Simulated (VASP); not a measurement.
# Si (R32) in VASP: a series of runs

The runs below take Si through single point, relaxation of cell and atoms, with PBE.

All numbers are computed with VASP 6.6.1; they aren't measurements. Logs are shortened: lines on timing, memory, paths and dates and some standing lists are left out, and cuts for length are marked.

## 1. The cell of the first run

Symmetry: R32, No. 155, trigonal system. Conventional cell: a = 5.837 Å, b = 5.837 Å, c = 5.763 Å, α = 90.00°, β = 90.00°, γ = 120.00°. Within 2.9 Å of Si (site symmetry 2) lie 4 Si at 2.18 to 2.26 Å.

The cell was built from a structure type or drawn by symmetry, and may not be a known phase.

## 2. Single point, PBE

The input, INCAR:

```
SYSTEM = Si
PREC = Accurate
ENCUT = 520
EDIFF = 1E-6
ISMEAR = 0
SIGMA = 0.1
LREAL = .False.
LASPH = .True.
NELM = 60
ALGO = Normal
ISIF = 2
LWAVE = .False.
LCHARG = .False.
GGA = PE
NBANDS = 13
```

The input, KPOINTS:

```
Automatic mesh
0
Gamma
  6 6 6
  0 0 0
```

The input, POSCAR:

```
Si
1.0
    2.9186495000      1.6850830700      1.9209237000
   -2.9186495000      1.6850830700      1.9209237000
    0.0000000000     -3.3701661500      1.9209237000
Si
3
Direct
    0.7156709300      0.2843290700      0.5000000000
    0.5000000000      0.7156709300      0.2843290700
    0.2843290700      0.5000000000      0.7156709300
```

Potentials or basis: VASP PAW PBE potentials, release 64 (Si).

Run with:

```sh
$ cat potpaw_PBE.64/Si/POTCAR > POTCAR
$ mpirun -np 1 vasp_std > vasp.out
```

OUTCAR:

```text
SYSTEM = Si
   PREC = Accurate
   ENCUT = 520
   EDIFF = 1E-6
   ISMEAR = 0
   LREAL = .False.
   LASPH = .True.
   NELM = 60
   ISIF = 2
   GGA = PE

 ion  position               nearest neighbor table
   1  0.716  0.284  0.500-   2 2.18   3 2.18   3 2.26   2 2.26
   2  0.500  0.716  0.284-   3 2.18   1 2.18   1 2.26   3 2.26
   3  0.284  0.500  0.716-   2 2.18   1 2.18   1 2.26   2 2.26

  LATTYP: Found a trigonal (rhomboedric) cell.
 ALAT       =     3.8791710119
 COS(alpha) =    -0.1321814412

  Lattice vectors:

 A1 = (   2.9186495000,   1.6850830700,   1.9209237000)
 A2 = (  -2.9186495000,   1.6850830700,   1.9209237000)
 A3 = (   0.0000000000,  -3.3701661500,   1.9209237000)

Analysis of symmetry for initial positions (statically):
=====================================================================
 Subroutine PRICEL returns:
 Original cell was already a primitive cell.

 Routine SETGRP: Setting up the symmetry group for a
 trigonal (rhombohedral) supercell.

 Subroutine GETGRP returns: Found  6 space group operations
 (whereof  6 operations were pure point group operations)
 out of a pool of 12 trial point group operations.

The static configuration has the point symmetry D_3 .

Analysis of symmetry for dynamics (positions and initial velocities):
=====================================================================
 Subroutine PRICEL returns:
 Original cell was already a primitive cell.

 Routine SETGRP: Setting up the symmetry group for a
 trigonal (rhombohedral) supercell.

 Subroutine GETGRP returns: Found  6 space group operations
 (whereof  6 operations were pure point group operations)
 out of a pool of 12 trial point group operations.

The dynamic configuration has the point symmetry D_3 .

 Subroutine INISYM returns: Found  6 space group operations
 (whereof  6 operations are pure point group operations),
 and found     1 'primitive' translations

----------------------------------------------------------------------------------------

                                     Primitive cell

  volume of cell :      56.6845

  direct lattice vectors                    reciprocal lattice vectors
     2.918649500  1.685083070  1.920923700     0.171312109  0.098907092  0.173527628
    -2.918649500  1.685083070  1.920923700    -0.171312109  0.098907092  0.173527628
     0.000000000 -3.370166150  1.920923700     0.000000000 -0.197814184  0.173527628

  length of vectors
     3.879171009  3.879171009  3.879171012     0.263139296  0.263139296  0.263139296

  position of ions in fractional coordinates (direct lattice)
     0.715670930  0.284329070  0.500000000
     0.500000000  0.715670930  0.284329070
     0.284329070  0.500000000  0.715670930

  ion indices of the primitive-cell ions
   primitive index   ion index
                 1           1
                 2           2
                 3           3

----------------------------------------------------------------------------------------

 KPOINTS: Automatic mesh

Automatic generation of k-mesh.
 Grid dimensions read from file:
 generate k-points for:    6    6    6

 Generating k-lattice:

  Cartesian coordinates                     Fractional coordinates (reciprocal lattice)
     0.028552018  0.016484515  0.028921271     0.166666667 -0.000000000  0.000000000
    -0.028552018  0.016484515  0.028921271    -0.000000000  0.166666667  0.000000000
     0.000000000 -0.032969031  0.028921271     0.000000000  0.000000000  0.166666667

  Length of vectors
     0.043856549  0.043856549  0.043856549

  Shift w.r.t. Gamma in fractional coordinates (k-lattice)
     0.000000000  0.000000000  0.000000000

 Subroutine IBZKPT returns following result:
 ===========================================

 Found     32 irreducible k-points:

 Following reciprocal coordinates:
            Coordinates               Weight
  0.000000  0.000000  0.000000      1.000000
  0.166667 -0.000000 -0.000000      6.000000
  0.333333  0.000000 -0.000000      6.000000
  0.500000 -0.000000  0.000000      3.000000
  0.166667  0.166667 -0.000000      6.000000
  0.333333  0.166667  0.000000     12.000000
[... 16 lines left out ...]
  0.500000  0.500000  0.166667      6.000000
 -0.333333  0.500000  0.166667     12.000000
 [... further k-points ...]
   k-points           NKPTS =     32   k-points in BZ     NKDIM =     32   number of bands    NBANDS=     13
   number of dos      NEDOS =    301   number of ions     NIONS =      3
   total plane-waves  NPLWV =  27000
   dimension x,y,z NGX =    30 NGY =   30 NGZ =   30
   dimension x,y,z NGXF=    60 NGYF=   60 NGZF=   60
   ions per type =               3
   NGX,Y,Z   is equivalent  to a cutoff of  12.86, 12.86, 12.86 a.u.
   NGXF,Y,Z  is equivalent  to a cutoff of  25.71, 25.71, 25.71 a.u.
 SYSTEM =  Si
   PREC   = accura    normal or accurate (medium, high low for compatibility)
   ISTART =      0    job   : 0-new  1-cont  2-samecut
   ICHARG =      2    charge: 1-file 2-atom 10-const
   ISPIN  =      1    spin polarized calculation?
   LNONCOLLINEAR =      F non collinear calculations
   LSORBIT =      F    spin-orbit coupling
   LASPH  =      T    aspherical Exc in radial PAW
   ENCUT  =  520.0 eV  38.22 Ry    6.18 a.u.   7.21  7.21  7.21*2*pi/ulx,y,z
   NELM   =     60;   NELMIN=  2; NELMDL= -5     # of ELM steps
   EDIFF  = 0.1E-05   stopping-criterion for ELM
   LREAL  =      F    real-space projection
[... 7 lines left out ...]
   TEBEG  =    0.0;   TEEND  =   0.0 temperature during run
   PSTRESS=    0.0 pullay stress
   NELECT =      12.0000    total number of electrons
   NUPDOWN=      -1.0000    fix difference up-down
   EMIN   =  10.00;   EMAX   =-10.00  energy-range for DOS
   EFERMI =   0.00;   METHOD = LEGACY
   ISMEAR =     0;   SIGMA  =   0.10  broadening in eV -4-tet -1-fermi 0-gaus
   EFERMI_NEDOS =   21; number of points for ismear=-14 and -15
   IALGO  =     38    algorithm
   IMIX   =      4    mixing-type and parameters
     AMIX     =   0.40;   BMIX     =  1.00
     AMIX_MAG =   1.60;   BMIX_MAG =  1.00
  volume/ion in A,a.u.               =      18.89       127.51
  Fermi-wavevector in a.u.,A,eV,Ry     =   0.975694  1.843795 12.952462  0.951979
  Thomas-Fermi vector in A             =   2.106254
   LORBIT       =      0    0 simple, 1 ext, 2 COOP (PROOUT), +10 PAW based schemes
   GGA     = PE    functional components
   LHFCALC =     F    Hartree Fock is set to
   AEXX    =    0.0000 exact exchange contribution
   IVDW    =     0    specifies the selected vdW correction
   LEPSILON=     F    determine dielectric tensor
   LRPA    =     F    only Hartree local field effects (RPA)
 non-spin polarized calculation
 Gauss-broadening in eV      SIGMA  =   0.10
  energy-cutoff  :      520.00
  volume of cell :       56.68
 maximum number of plane-waves:      1541
 NGX is ok and might be reduce to    30
   NGX = 15   NGY = 15   NGZ = 15

 number of electron      12.0000001 magnetization

 Free energy of the ion-electron system (eV)
  ---------------------------------------------------
  ext. energy  EPLUGINS =         0.00000000
  ---------------------------------------------------
  free energy    TOTEN  =       -14.15011587 eV

  energy without entropy =      -14.14586232  energy(sigma->0) =      -14.14798909

 E-fermi :   6.4476     XC(G=0):  -9.5630

 val. band max:        6.3987727321   @ k =   0.5000   0.5000   0.3333
 cond. band min:       6.4580768497   @ k =   0.1667  -0.0000  -0.0000
 fundamental gap:      0.0593041176
 Fermi energy:         6.4476146081

 k-point     1 :       0.0000    0.0000    0.0000
  band No.  band energies     occupation
      1      -6.7616      2.00000
      2       1.8247      2.00000
      3       1.8247      2.00000
      4       2.4552      2.00000
      5       4.2359      2.00000
      6       4.2359      2.00000
      7       5.4107      2.00000
      8      10.5321      0.00000
      9      10.5321      0.00000
     10      12.0685      0.00000
     11      12.4016      0.00000
     12      12.4016      0.00000
     13      13.6035      0.00000

 k-point     2 :       0.1667   -0.0000   -0.0000
  band No.  band energies     occupation
      1      -6.5477      2.00000
      2       0.0975      2.00000
      3       2.2626      2.00000
      4       2.9365      2.00000
      5       3.7163      2.00000
      6       5.0176      2.00000
      7       6.4581      0.88238
      8       9.8034      0.00000
      9      10.0344      0.00000
     10      11.5775      0.00000
     11      12.1654      0.00000
     12      12.8731      0.00000
     13      13.8845      0.00000

 k-point     3 :       0.3333    0.0000   -0.0000
  band No.  band energies     occupation
      1      -5.9873      2.00000
      2      -1.7096      2.00000
      3       2.2761      2.00000
      4       3.3342      2.00000
      5       4.2733      2.00000
      6       5.3382      2.00000
      7       6.9007      0.00000
      8       9.0782      0.00000
      9      10.1604      0.00000
     10      10.9280      0.00000
     11      11.6782      0.00000
     12      12.4247      0.00000
     13      14.6116      0.00000

 k-point     4 :       0.5000   -0.0000    0.0000
  band No.  band energies     occupation
      1      -5.5651      2.00000
      2      -2.5795      2.00000
      3       2.3196      2.00000
      4       3.4353      2.00000
      5       4.8768      2.00000
      6       5.2488      2.00000
      7       6.7940      0.00000
      8       9.0069      0.00000
      9       9.5725      0.00000
     10       9.8627      0.00000
     11      12.4044      0.00000
     12      13.8172      0.00000
     13      15.0405      0.00000

 k-point     5 :       0.1667    0.1667   -0.0000
  band No.  band energies     occupation
      1      -6.2805      2.00000
      2      -0.6260      2.00000
      3       1.2964      2.00000
      4       3.0217      2.00000
      5       4.1677      2.00000
      6       6.2670      1.98934
      7       7.1382      0.00000
      8       9.8184      0.00000
      9      10.2601      0.00000
     10      10.6103      0.00000
     11      11.7359      0.00000
     12      12.7685      0.00000
     13      13.1803      0.00000
[... 257 lines left out ...]
 k-point    22 :      -0.1667    0.3333    0.1667
  band No.  band energies     occupation
      1      -5.6165      2.00000
      2      -1.5128      2.00000
      3       1.0201      2.00000
      4       2.2771      2.00000
      5       4.5345      2.00000
      6       5.7840      2.00000
      7       7.8532      0.00000
      8       8.7856      0.00000
      9       9.3846      0.00000
     10      10.8051      0.00000
     11      11.3897      0.00000
     12      13.1902      0.00000
     13      14.8036      0.00000

 k-point    23 :       0.5000    0.5000    0.1667
  band No.  band energies     occupation
      1      -4.2220      2.00000
      2      -2.2967      2.00000
      3      -0.3799      2.00000
      4       2.3267      2.00000
      5       2.7101      2.00000
      6       5.2137      2.00000
      7       7.6446      0.00000
      8       8.9649      0.00000
      9      10.8231      0.00000
     10      12.4480      0.00000
     11      12.6899      0.00000
     12      14.8701      0.00000
     13      15.1999      0.00000

 k-point    24 :      -0.3333    0.5000    0.1667
  band No.  band energies     occupation
      1      -4.6781      2.00000
      2      -2.1259      2.00000
      3      -0.0460      2.00000
      4       2.3927      2.00000
      5       3.6260      2.00000
      6       5.1147      2.00000
      7       7.9672      0.00000
      8       8.6343      0.00000
      9      10.0860      0.00000
     10      11.2596      0.00000
     11      12.2160      0.00000
     12      14.7423      0.00000
     13      15.2338      0.00000

 [... further k-points ...]

------------------------ aborting loop because EDIFF is reached ----------------------------------------

  FORCE on cell =-STRESS in cart. coord.  units (eV):
  Direction    XX          YY          ZZ          XY          YZ          ZX
  --------------------------------------------------------------------------------------
  -------------------------------------------------------------------------------------
  Total        7.7150678      7.7150678      5.3930538      0.0000000     -0.0000000      0.0000000
  in kB      218.0648684    218.0648681    152.4336026      0.0000000     -0.0000003      0.0000000
  external PRESSURE =     196.1877797 kB  Pullay stress =       0.0000000 kB

 VOLUME and BASIS-vectors are now :
 -----------------------------------------------------------------------------
  energy-cutoff  :      520.00
  volume of cell :       56.68
      direct lattice vectors                 reciprocal lattice vectors
     2.918649500  1.685083070  1.920923700     0.171312109  0.098907092  0.173527628
    -2.918649500  1.685083070  1.920923700    -0.171312109  0.098907092  0.173527628
     0.000000000 -3.370166150  1.920923700     0.000000000 -0.197814184  0.173527628

 POSITION                                       TOTAL-FORCE (eV/Angst)
 -----------------------------------------------------------------------------------
      1.25894     -0.00000      2.88139         2.685488      0.000000     -0.000000
     -0.62947      1.09027      2.88139        -1.342744      2.325701      0.000000
     -0.62947     -1.09027      2.88139        -1.342744     -2.325701      0.000000
 -----------------------------------------------------------------------------------
    total drift:                               -0.000000      0.000000     -0.000000

  FREE ENERGIE OF THE ION-ELECTRON SYSTEM (eV)
  ---------------------------------------------------
  free  energy   TOTEN  =       -14.1501158726 eV

  energy  without entropy=      -14.1458623155  energy(sigma->0) =      -14.14798909
```

Run time: 25 s. Hardware: 1 thread of Intel Xeon Platinum 8259CL at 2.50GHz (Skylake/Cascade Lake), shared host; peak memory 0.16 GiB.

What came out:

```
Free energy            : -14.1501 eV
Pressure               : 19.6 GPa
Largest force          : 2.685 eV/Å
Band gap on the k mesh : zero (bands 6 and 7 overlap by 1.86 eV)
```

Forces in eV/Å, atoms in the order of the input:
```
Si   2.685  0.000  0.000
Si  -1.343  2.326  0.000
Si  -1.343 -2.326  0.000
```

Caveat: the cell stands under pressure; forces of over 1 eV/Å act on the atoms, so gaps and moduli don't describe the material at rest.

## 3. Single point, PBE

This run uses another cell than the first one, of 22.12 Å³/atom.

The input, INCAR:

```
PREC     = Accurate       # precision mode
ENCUT    = 520            # plane-wave cutoff, eV
EDIFF    = 1E-6           # SCF threshold, eV
ISMEAR   = 0              # smearing method
SIGMA    = 0.1            # smearing width, eV
LREAL    = F              # projectors in reciprocal space
LASPH    = T              # aspherical terms in the spheres
NELM     = 60             # most SCF steps
ALGO     = Normal         # electronic algorithm
ISIF     = 2              # what is computed and relaxed
LWAVE    = F              # write WAVECAR
LCHARG   = T              # write CHGCAR
GGA      = PE             # functional
LELF     = T              # ELF
LVHAR    = T            
NBANDS   = 13             # bands
```

The input, KPOINTS:

```
Automatic mesh
0
Gamma
  6 6 6
```

The input, POSCAR:

```
Si
1.0
    3.0519266350      1.7620306625      2.0570815454
   -3.0519266350      1.7620306625      2.0570815454
    0.0000000000     -3.5240613303      2.0570815408
Si
3
Direct
    0.7249865256      0.2750134744      0.5000000000
    0.5000000000      0.7249865256      0.2750134744
    0.2750134744      0.5000000000      0.7249865256
```

Potentials or basis: VASP PAW PBE potentials, release 64 (Si).

Run with:

```sh
$ cat potpaw_PBE.64/Si/POTCAR > POTCAR
$ mpirun -np 1 vasp_std > vasp.out
```

Wall time 22 s (1 thread of Intel Xeon Platinum 8259CL at 2.50GHz (Skylake/Cascade Lake), shared host); peak memory 0.16 GiB.

Results (log left out):

| Property | Result |
| --- | --- |
| Free energy | -14.8325 eV |
| Pressure | -0.1 GPa |
| Largest force | 0.040 eV/Å |
| Band gap on the k mesh | zero (bands 6 and 7 overlap by 1.23 eV) |

Forces on the atoms (eV/Å):
```
Si  -0.040  0.000  0.000
Si   0.020 -0.035  0.000
Si   0.020  0.035  0.000
```

Stress tensor (GPa, compression positive):
```
-0.19  0.00  0.00
 0.00 -0.19  0.00
 0.00  0.00 -0.08
```

Levels at points of the mesh, in eV from the Fermi level:
| k point | band 3 | band 4 | band 5 | band 6 | band 7 | band 8 | band 9 | band 10 |
| --- | --- | --- | --- | --- | --- | --- | --- | --- |
| (0.00, 0.00, 0.00) | -4.89 | -3.35 | -1.90 | -1.90 | -0.44 | 3.37 | 3.37 | 5.36 |
| (0.50, 0.00, 0.00) | -3.81 | -2.87 | -1.49 | -1.05 | 0.21 | 1.62 | 3.03 | 3.07 |
| (0.50, 0.50, 0.00) | -6.52 | -3.77 | -2.38 | -0.80 | 1.41 | 2.63 | 3.45 | 3.90 |
| (0.50, 0.50, 0.50) | -7.82 | -4.41 | -2.99 | -2.99 | -0.30 | 0.64 | 7.99 | 7.99 |

(Part 1 of 2 ends here.)
